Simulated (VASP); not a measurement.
Crystal: NaCl.

```xyz
2
Lattice="0.0000 2.7941 2.7941 2.7941 0.0000 2.7941 2.7941 2.7941 0.0000" Properties=species:S:1:pos:R:3 pbc="T T T"
Cl    2.7941    2.7941    2.7941
Na    0.0000    0.0000    0.0000
```

```yaml
Program: VASP 6.6.1
Task: relaxation of cell and atoms
Functional: LDA
Potentials_or_basis: VASP PAW LDA potentials, release 64 (Cl, Na_pv)
Cutoff: 600 eV
k_mesh: 8 × 8 × 8
Occupations: fermi-dirac, width 0.05 eV
Spin: no spin polarisation
```

At the start: pressure -1.8 GPa; volume 21.81 Å³/atom.

Problem. Where does the relaxation end?

Solution. Over 4 steps the energy falls by 8.5 meV/atom and the volume is 20.41 Å³/atom (-6.4 %); space group Fm-3m (No. 225, to 0.05 Å).

The path:
| step | energy change (eV) | largest force (eV/Å) | pressure (GPa) | volume (Å³) |
| --- | --- | --- | --- | --- |
| 1 | 0.0000 | 0.0000 | -1.82 | 43.63 |
| 2 | -0.0133 | 0.0000 | -0.91 | 42.08 |
| 3 | -0.0170 | 0.0000 | -0.06 | 40.90 |
| 4 | -0.0170 | 0.0000 | 0.02 | 40.82 |

Final structure:
```
Cl Na
1.0
     0.00000    2.73290    2.73290
     2.73290    0.00000    2.73290
     2.73290    2.73290    0.00000
Cl Na
1 1
Direct
  0.50000 0.50000 0.50000
  0.00000 0.00000 0.00000
```
